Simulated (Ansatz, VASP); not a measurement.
## One calculation of ZnSe, two programs

Contents of INCAR:

```
  ALGO = Normal
  EDIFF = 1E-6
  ENCUT = 520
  GGA = PS
  GGA_COMPAT = F
  ISIF = 2
  ISMEAR = 0
  LASPH = T
  LCHARG = F
  LNONCOLLINEAR = T
  LORBIT = 11
  LORBMOM = T
  LREAL = F
  LSORBIT = T
  LWAVE = F
  MAGMOM = 0 0 0 0 0 0
  NBANDS = 30
  NELM = 150
  PREC = Accurate
  SIGMA = 0.01
```

File KPOINTS:

```
k-points
0
Gamma
  8 8 8
```

The input POSCAR:

```
ZnSe
1.0
    2.8729243728      2.8729243728      0.0000000000
   -2.8729243728      2.8729243728      0.0000000000
    0.0000000000      2.8729243728      2.7484854822
Zn Se
1 1
Direct
    0.0000000000      0.0000000000      0.0000000000
    0.7500000000      0.2500000000      0.5000000000
```

Input for Ansatz:

```yaml
crystal:
  lattice:
    - [2.87292437279, 2.87292437279, 0.0]
    - [-2.87292437279, 2.87292437279, 0.0]
    - [0.0, 2.87292437279, 2.74848548221]
  atoms:
    - { symbol: Zn, position: [0.0, 0.0, 0.0] }
    - { symbol: Se, position: [0.75, 0.25, 0.5] }
kpoints:
  mp_grid: { grid: [8, 8, 8] }
scf:
  occupations: { method: fixed }
  convergence: { dr2_threshold: 1.0e-10 }
hamiltonian:
  xc: pbesol
  pseudopotentials: { kind: all_electron, lapw: { basis_error: 0.0005 } }
magnetization:
  noncollinear: true
  spin_orbit: true
output:
  forces: true
  stress: true
  eigenstates:
    kpoints:
      - [0.0, 0.0, 0.0]
      - [-0.5, -0.5, -0.5]
      - [-0.5, 0.5, 0.0]
      - [0.0, 0.0, -0.5]
      - [0.0, -0.5, -0.5]
      - [0.0, 0.5, 0.0]
      - [-0.5, 0.0, 0.0]
      - [-0.5, 0.0, -0.5]
  eigenvalues: true
```

Change from the starting cell: film at in-plane strain +0.02.

Alike in both runs: task single point; functional PBEsol; k mesh 8 × 8 × 8; non-collinear spin, spin-orbit coupling.

|  | VASP | Ansatz |
| --- | --- | --- |
| version | VASP 6.6.1 | Ansatz 0.2.0 |
| potentials or method | VASP PAW PBE potentials, release 64 (Zn, Se), cutoff 520 eV | all-electron LAPW |
| occupations | gaussian, width 0.01 eV | fixed |

|  | VASP | Ansatz | Ansatz less VASP |
| --- | --- | --- | --- |
| pressure (GPa) | -0.7 | -1.0 | -0.29 |
| traceless stress, the component that is largest in VASP (GPa) | 0.98 | 0.98 | +0.007 |

VASP's potentials were made for PBE, not for PBEsol. Ansatz ran all-electron here, and VASP with PAW potentials.
